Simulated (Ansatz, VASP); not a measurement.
## Two plane-wave programs on MnF2

Contents of INCAR:

```
SYSTEM = MnF2
  ALGO = Normal
  EDIFF = 1E-6
  ENCUT = 520
  GGA = RE
  ISIF = 2
  ISMEAR = 0
  ISPIN = 2
  LASPH = .True.
  LCHARG = .False.
  LMAXMIX = 4
  LORBIT = 11
  LREAL = .False.
  LWAVE = .False.
  MAGMOM = 5.2 5.2 0 0 0 0
  NBANDS = 40
  NELM = 150
  PREC = Accurate
  SIGMA = 0.2
```

The input KPOINTS:

```
k-points
0
Gamma
  5 5 7
  0 0 0
```

Contents of POSCAR:

```
MnF2
1.0
    4.9849670977      0.0000000000      0.0000000000
    0.0000000000      4.9849670977      0.0000000000
    0.0000000000      0.0000000000      3.3862141594
Mn F
2 4
Direct
    0.0000000000      0.0000000000      0.0000000000
    0.5000000000      0.5000000000      0.5000000000
    0.3053000000      0.3053000000      0.0000000000
    0.1947000000      0.8053000000      0.5000000000
    0.6947000000      0.6947000000      0.0000000000
    0.8053000000      0.1947000000      0.5000000000
```

Input for Ansatz:

```yaml
crystal:
  lattice:
    - [4.984967097681025, 0.0, 0.0]
    - [0.0, 4.984967097681025, 0.0]
    - [0.0, 0.0, 3.3862141594428516]
  atoms:
    - { symbol: Mn, position: [0.0, 0.0, 0.0], spin: 5.2 }
    - { symbol: Mn, position: [0.5, 0.5, 0.5], spin: 5.2 }
    - { symbol: F, position: [0.3053, 0.3053, 0.0] }
    - { symbol: F, position: [0.1947, 0.8053, 0.5] }
    - { symbol: F, position: [0.6947, 0.6947, 0.0] }
    - { symbol: F, position: [0.8053, 0.1947, 0.5] }
kpoints:
  mp_grid:
    grid: [5, 5, 7]
hamiltonian:
  xc: revpbe
  pseudopotentials:
    kind: nc
magnetization:
  spin_polarized: true
scf:
  n_extra_bands: 16
  lower_state_search: light
  occupations:
    method: gaussian
    width: 0.2
output:
  stress: true
```

Alike in both runs: task single point; functional revPBE; k mesh 5 × 5 × 7; occupations gaussian, width 0.2 eV; collinear spin.

```csv
,VASP,Ansatz
version,VASP 6.6.1,Ansatz 0.2.0
potentials or method,"VASP PAW PBE potentials, release 64 (Mn_pv, F)",plane waves
plane-wave cutoff (eV),520,1320
valence electrons in the cell,54,58
```

|  | VASP | Ansatz | Ansatz less VASP |
| --- | --- | --- | --- |
| pressure (GPa) | 0.5 | 0.4 | -0.09 |
| traceless stress, the component that is largest in VASP (GPa) | -0.44 | -0.51 | -0.064 |
| net moment per atom (μB) | 1.67 | 1.67 | 0.000 |
| size of the moment on the site where the two differ most (μB) | 4.61 | 4.26 | -0.353 |

VASP's potentials were made for PBE, not for revPBE. Site moments also hang on the region over which each program counts them. The functional is the same, so the differences come from potentials, cutoffs and numerics. VASP's potentials hold 54 valence electrons a cell and Ansatz's 58, so a difference there can come from the potentials and not from the codes.
